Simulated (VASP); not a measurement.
# AlAs (F-43m) in VASP: further runs, part 2 of 2

VASP 6.6.1.

## 3. Single point, LDA

This run uses another cell than the first one, of 22.29 Å³/atom.

INCAR reads:

```
SYSTEM = AlAs
PREC = Accurate
ENCUT = 500
EDIFF = 1E-6
ISMEAR = 0
SIGMA = 0.02
LREAL = .FALSE.
LASPH = .TRUE.
NELM = 120
ALGO = Normal
ISIF = 2
LWAVE = .FALSE.
LCHARG = .FALSE.
GGA = CA
NBANDS = 11
GGA_COMPAT = .FALSE.
```

KPOINTS reads:

```
regular mesh
0
G
  8 8 8
  0 0 0
```

POSCAR reads:

```
AlAs
1.0
    0.0000000000      2.8144363747      2.8144363747
    2.8144363747      0.0000000000      2.8144363747
    2.8144363747      2.8144363747      0.0000000000
Al As
1 1
Direct
    0.0000000000      0.0000000000      0.0000000000
    0.2500000000      0.2500000000      0.2500000000
```

Potentials or basis: VASP PAW LDA potentials, release 64 (Al, As).

Launch:

```sh
$ cat potpaw_LDA.64/Al/POTCAR potpaw_LDA.64/As/POTCAR > POTCAR
$ mpirun -np 1 vasp_std > vasp.out
```

OUTCAR:

```text
SYSTEM = AlAs
   PREC = Accurate
   ENCUT = 500
   EDIFF = 1E-6
   ISMEAR = 0
   LREAL = .FALSE.
   LASPH = .TRUE.
   NELM = 120
   ISIF = 2
   GGA = CA

 ion  position               nearest neighbor table
   1  0.000  0.000  0.000-   2 2.44   2 2.44   2 2.44   2 2.44
   2  0.250  0.250  0.250-   1 2.44   1 2.44   1 2.44   1 2.44

  LATTYP: Found a face centered cubic cell.
 ALAT       =     5.6288727494

  Lattice vectors:

 A1 = (   0.0000000000,   2.8144363747,   2.8144363747)
 A2 = (   2.8144363747,   0.0000000000,   2.8144363747)
 A3 = (   2.8144363747,   2.8144363747,   0.0000000000)

Analysis of symmetry for initial positions (statically):
=====================================================================
 Subroutine PRICEL returns:
 Original cell was already a primitive cell.

 Routine SETGRP: Setting up the symmetry group for a
 face centered cubic supercell.

 Subroutine GETGRP returns: Found 24 space group operations
 (whereof 24 operations were pure point group operations)
 out of a pool of 48 trial point group operations.

The static configuration has the point symmetry T_d .

Analysis of symmetry for dynamics (positions and initial velocities):
=====================================================================
 Subroutine PRICEL returns:
 Original cell was already a primitive cell.

 Routine SETGRP: Setting up the symmetry group for a
 face centered cubic supercell.

 Subroutine GETGRP returns: Found 24 space group operations
 (whereof 24 operations were pure point group operations)
 out of a pool of 48 trial point group operations.

The dynamic configuration has the point symmetry T_d .

 Subroutine INISYM returns: Found 24 space group operations
 (whereof 24 operations are pure point group operations),
 and found     1 'primitive' translations

----------------------------------------------------------------------------------------

                                     Primitive cell

  volume of cell :      44.5866

  direct lattice vectors                    reciprocal lattice vectors
     0.000000000  2.814436375  2.814436375    -0.177655464  0.177655464  0.177655464
     2.814436375  0.000000000  2.814436375     0.177655464 -0.177655464  0.177655464
     2.814436375  2.814436375  0.000000000     0.177655464  0.177655464 -0.177655464

  length of vectors
     3.980214092  3.980214092  3.980214092     0.307708290  0.307708290  0.307708290

  position of ions in fractional coordinates (direct lattice)
     0.000000000  0.000000000  0.000000000
     0.250000000  0.250000000  0.250000000

  ion indices of the primitive-cell ions
   primitive index   ion index
                 1           1
                 2           2

----------------------------------------------------------------------------------------

 KPOINTS: regular mesh

Automatic generation of k-mesh.
 Grid dimensions read from file:
 generate k-points for:    8    8    8

 Generating k-lattice:

  Cartesian coordinates                     Fractional coordinates (reciprocal lattice)
    -0.022206933  0.022206933  0.022206933     0.125000000  0.000000000  0.000000000
     0.022206933 -0.022206933  0.022206933     0.000000000  0.125000000  0.000000000
     0.022206933  0.022206933 -0.022206933     0.000000000  0.000000000  0.125000000

  Length of vectors
     0.038463536  0.038463536  0.038463536

  Shift w.r.t. Gamma in fractional coordinates (k-lattice)
     0.000000000  0.000000000  0.000000000

 Subroutine IBZKPT returns following result:
 ===========================================

 Found     29 irreducible k-points:

 Following reciprocal coordinates:
            Coordinates               Weight
  0.000000  0.000000  0.000000      1.000000
  0.125000  0.000000  0.000000      8.000000
  0.250000  0.000000  0.000000      8.000000
  0.375000  0.000000  0.000000      8.000000
  0.500000  0.000000  0.000000      4.000000
  0.125000  0.125000  0.000000      6.000000
[... 16 lines left out ...]
  0.500000  0.250000  0.125000     48.000000
 -0.375000  0.250000  0.125000     24.000000
 [... further k-points ...]
   k-points           NKPTS =     29   k-points in BZ     NKDIM =     29   number of bands    NBANDS=     11
   number of dos      NEDOS =    301   number of ions     NIONS =      2
   total plane-waves  NPLWV =  27000
   dimension x,y,z NGX =    30 NGY =   30 NGZ =   30
   dimension x,y,z NGXF=    60 NGYF=   60 NGZF=   60
   ions per type =               1   1
   NGX,Y,Z   is equivalent  to a cutoff of  12.53, 12.53, 12.53 a.u.
   NGXF,Y,Z  is equivalent  to a cutoff of  25.06, 25.06, 25.06 a.u.
 SYSTEM =  AlAs
   PREC   = accura    normal or accurate (medium, high low for compatibility)
   ISTART =      0    job   : 0-new  1-cont  2-samecut
   ICHARG =      2    charge: 1-file 2-atom 10-const
   ISPIN  =      1    spin polarized calculation?
   LNONCOLLINEAR =      F non collinear calculations
   LSORBIT =      F    spin-orbit coupling
   LASPH  =      T    aspherical Exc in radial PAW
   ENCUT  =  500.0 eV  36.75 Ry    6.06 a.u.   7.26  7.26  7.26*2*pi/ulx,y,z
   NELM   =    120;   NELMIN=  2; NELMDL= -5     # of ELM steps
   EDIFF  = 0.1E-05   stopping-criterion for ELM
   LREAL  =      F    real-space projection
   EDIFFG = 0.1E-04   stopping-criterion for IOM
   NSW    =      0    number of steps for IOM
   IBRION =     -1    ionic relax: 0-MD 1-quasi-New 2-CG
   NFREE  =      0    steps in history (QN), initial steepest desc. (CG)
   ISIF   =      2    stress and relaxation
   ISYM   =      2    0-nonsym 1-usesym 2-fastsym
   POTIM  = 0.5000    time-step for ionic-motion
   TEBEG  =    0.0;   TEEND  =   0.0 temperature during run
   PSTRESS=    0.0 pullay stress
   NELECT =       8.0000    total number of electrons
   NUPDOWN=      -1.0000    fix difference up-down
   EMIN   =  10.00;   EMAX   =-10.00  energy-range for DOS
   EFERMI =   0.00;   METHOD = LEGACY
   ISMEAR =     0;   SIGMA  =   0.02  broadening in eV -4-tet -1-fermi 0-gaus
   EFERMI_NEDOS =   21; number of points for ismear=-14 and -15
   IALGO  =     38    algorithm
   IMIX   =      4    mixing-type and parameters
     AMIX     =   0.40;   BMIX     =  1.00
     AMIX_MAG =   1.60;   BMIX_MAG =  1.00
  volume/ion in A,a.u.               =      22.29       150.44
  Fermi-wavevector in a.u.,A,eV,Ry     =   0.923358  1.744893 11.600188  0.852590
  Thomas-Fermi vector in A             =   2.048986
   LORBIT       =      0    0 simple, 1 ext, 2 COOP (PROOUT), +10 PAW based schemes
   GGA     = CA    functional components
   LHFCALC =     F    Hartree Fock is set to
   AEXX    =    0.0000 exact exchange contribution
   IVDW    =     0    specifies the selected vdW correction
   LEPSILON=     F    determine dielectric tensor
   LRPA    =     F    only Hartree local field effects (RPA)
 non-spin polarized calculation
 Gauss-broadening in eV      SIGMA  =   0.02
  energy-cutoff  :      500.00
  volume of cell :       44.59
 maximum number of plane-waves:      1158
 NGX is ok and might be reduce to    30
   NGX = 15   NGY = 15   NGZ = 15

 number of electron       8.0000001 magnetization

 Free energy of the ion-electron system (eV)
  ---------------------------------------------------
  ext. energy  EPLUGINS =         0.00000000
  ---------------------------------------------------
  free energy    TOTEN  =       -10.51393140 eV

  energy without entropy =      -10.51393140  energy(sigma->0) =      -10.51393140

 E-fermi :   4.0174     XC(G=0):  -9.3433

 val. band max:        3.9292895074   @ k =   0.0000   0.0000   0.0000
 cond. band min:       5.2390037476   @ k =   0.5000   0.5000   0.0000
 fundamental gap:      1.3097142402
 Fermi energy:         4.0173965618

 k-point     1 :       0.0000    0.0000    0.0000
  band No.  band energies     occupation
      1      -8.0605      2.00000
      2       3.9293      2.00000
      3       3.9293      2.00000
      4       3.9293      2.00000
      5       5.9472      0.00000
      6       8.2039      0.00000
      7       8.2039      0.00000
      8       8.2039      0.00000
      9      12.6512      0.00000
     10      12.9963      0.00000
     11      12.9963      0.00000
[... 309 lines left out ...]
 k-point    24 :      -0.3750    0.2500    0.1250
  band No.  band energies     occupation
      1      -6.3375      2.00000
      2      -1.4161      2.00000
      3       1.1743      2.00000
      4       2.3519      2.00000
      5       7.5563      0.00000
      6       8.1084      0.00000
      7      10.6134      0.00000
      8      11.5565      0.00000
      9      12.2657      0.00000
     10      14.9221      0.00000
     11      16.2002      0.00000

 [... further k-points ...]

------------------------ aborting loop because EDIFF is reached ----------------------------------------

  FORCE on cell =-STRESS in cart. coord.  units (eV):
  Direction    XX          YY          ZZ          XY          YZ          ZX
  --------------------------------------------------------------------------------------
  -------------------------------------------------------------------------------------
  Total        0.1005295      0.1005295      0.1005295     -0.0000000      0.0000000     -0.0000000
  in kB        3.6124334      3.6124334      3.6124334     -0.0000000      0.0000000     -0.0000000
  external PRESSURE =       3.6124334 kB  Pullay stress =       0.0000000 kB

 VOLUME and BASIS-vectors are now :
 -----------------------------------------------------------------------------
  energy-cutoff  :      500.00
  volume of cell :       44.59
      direct lattice vectors                 reciprocal lattice vectors
     0.000000000  2.814436375  2.814436375    -0.177655464  0.177655464  0.177655464
     2.814436375  0.000000000  2.814436375     0.177655464 -0.177655464  0.177655464
     2.814436375  2.814436375  0.000000000     0.177655464  0.177655464 -0.177655464

 POSITION                                       TOTAL-FORCE (eV/Angst)
 -----------------------------------------------------------------------------------
      0.00000      0.00000      0.00000        -0.000000      0.000000      0.000000
      1.40722      1.40722      1.40722         0.000000     -0.000000     -0.000000
 -----------------------------------------------------------------------------------
    total drift:                                0.000000      0.000000      0.000000

  FREE ENERGIE OF THE ION-ELECTRON SYSTEM (eV)
  ---------------------------------------------------
  free  energy   TOTEN  =       -10.5139314017 eV

  energy  without entropy=      -10.5139314017  energy(sigma->0) =      -10.51393140
```

It took 22 s on 1 thread of AMD EPYC 7R43 (Zen 3), shared host; peak memory 0.12 GiB.

What came out:

| Property | Result |
| --- | --- |
| Free energy | -10.5139 eV |
| Pressure | 0.4 GPa |
| Band gap on the k mesh | 1.31 eV (least direct gap 2.02 eV) |

Levels at points of the mesh, in eV from the valence-band top:
```
           k point  band 2  band 3  band 4  band 5  band 6  band 7
(0.00, 0.00, 0.00)    0.00    0.00    0.00    2.02    4.27    4.27
(0.50, 0.00, 0.00)   -5.67   -0.84   -0.84    2.09    4.65    4.65
(0.50, 0.50, 0.00)   -5.51   -2.22   -2.22    1.31    2.20   10.33
```

## 4. Relaxation of cell and atoms, LDA

INCAR reads:

```
SYSTEM = AlAs
PREC     = Accurate       ! precision mode
ENCUT    = 500            ! plane-wave cutoff, eV
EDIFF    = 1E-7           ! SCF threshold, eV
ISMEAR   = 0              ! smearing method
SIGMA    = 0.02           ! smearing width, eV
LREAL    = .FALSE.        ! projectors in reciprocal space
LASPH    = .TRUE.         ! aspherical terms in the spheres
NELM     = 120            ! most SCF steps
ALGO     = Normal         ! electronic algorithm
ISIF     = 3              ! what is computed and relaxed
LWAVE    = .FALSE.        ! write WAVECAR
LCHARG   = .FALSE.        ! write CHGCAR
GGA      = CA             ! functional
IBRION   = 2              ! ionic algorithm
NSW      = 100            ! ionic steps
EDIFFG   = -0.002         ! ionic threshold
GGA_COMPAT= .FALSE.      
NELMIN   = 4
```

KPOINTS is that of step 3.

POSCAR reads:

```
AlAs
1.0
    0.0000000000      2.8305000000      2.8305000000
    2.8305000000      0.0000000000      2.8305000000
    2.8305000000      2.8305000000      0.0000000000
Al As
1 1
Direct
    0.0000000000      0.0000000000      0.0000000000
    0.2500000000      0.2500000000      0.2500000000
```

Launch:

```sh
$ cat potpaw_LDA.64/Al/POTCAR potpaw_LDA.64/As/POTCAR > POTCAR
$ mpirun -np 1 vasp_std > vasp.out
```

It took 35 s on 1 thread of AMD EPYC 7R43 (Zen 3), shared host; peak memory 0.11 GiB.

The run converged. Its results:

- Free energy: -10.5142 eV
- Relaxed volume: 22.40 Å³/atom
- Relaxed cell: a = 3.986 Å, b = 3.986 Å, c = 3.986 Å, α = 60.00°, β = 60.00°, γ = 60.00°
- Space group after relaxing (to 0.1 Å): F-43m (No. 216)
- Energy gained by relaxing: 0.8 meV/atom
- Ionic steps: 3
- Pressure after relaxing: 0.0 GPa
- Band gap on the k mesh: 1.32 eV (least direct gap 1.98 eV)

The path:
```
step  energy change (eV)  largest force (eV/Å)  pressure (GPa)  volume (Å³)
   1              0.0000                0.0000           -0.92        45.35
   2             -0.0012                0.0000            0.50        44.51
   3             -0.0016                0.0000            0.00        44.80
```

Final structure:
```cif
data_structure
_symmetry_space_group_name_H-M 'P 1'
_symmetry_Int_Tables_number 1
_cell_length_a 3.9865
_cell_length_b 3.9865
_cell_length_c 3.9865
_cell_angle_alpha 60.000
_cell_angle_beta 60.000
_cell_angle_gamma 60.000
_cell_volume 44.80
loop_
_atom_site_label
_atom_site_type_symbol
_atom_site_fract_x
_atom_site_fract_y
_atom_site_fract_z
_atom_site_occupancy
Al1 Al 0.00000 0.00000 0.00000 1
As1 As 0.25000 0.25000 0.25000 1
```

Levels at points of the mesh, in eV from the valence-band top:
```
           k point  band 2  band 3  band 4  band 5  band 6  band 7
(0.00, 0.00, 0.00)    0.00    0.00    0.00    1.98    4.27    4.27
(0.50, 0.00, 0.00)   -5.65   -0.83   -0.83    2.07    4.64    4.64
(0.50, 0.50, 0.00)   -5.49   -2.20   -2.20    1.32    2.20   10.30
```

A k mesh can miss the band edges.

## 5. Overview

```csv
task,cell,k mesh,smearing,gap on the mesh (eV),pressure (GPa)
single point,"a = 4.003 Å, angles 60.0°, 2 atoms",6 × 6 × 6,gaussian 0.1 eV,1.33,-0.9
single point,"a = 3.980 Å, angles 60.0°, 2 atoms",8 × 8 × 8,gaussian 0.02 eV,1.31,0.4
relaxation of cell and atoms,"relaxed from a = 4.003 Å, angles 60.0°, 2 atoms",8 × 8 × 8,gaussian 0.02 eV,1.32,0.0
```

Alike in all rows: level LDA; potentials or basis VASP PAW LDA potentials, release 64 (Al, As); no spin polarisation; cutoff (eV) 500.

Total energies depend on the potentials used, so only differences within one code and one set of settings carry meaning.
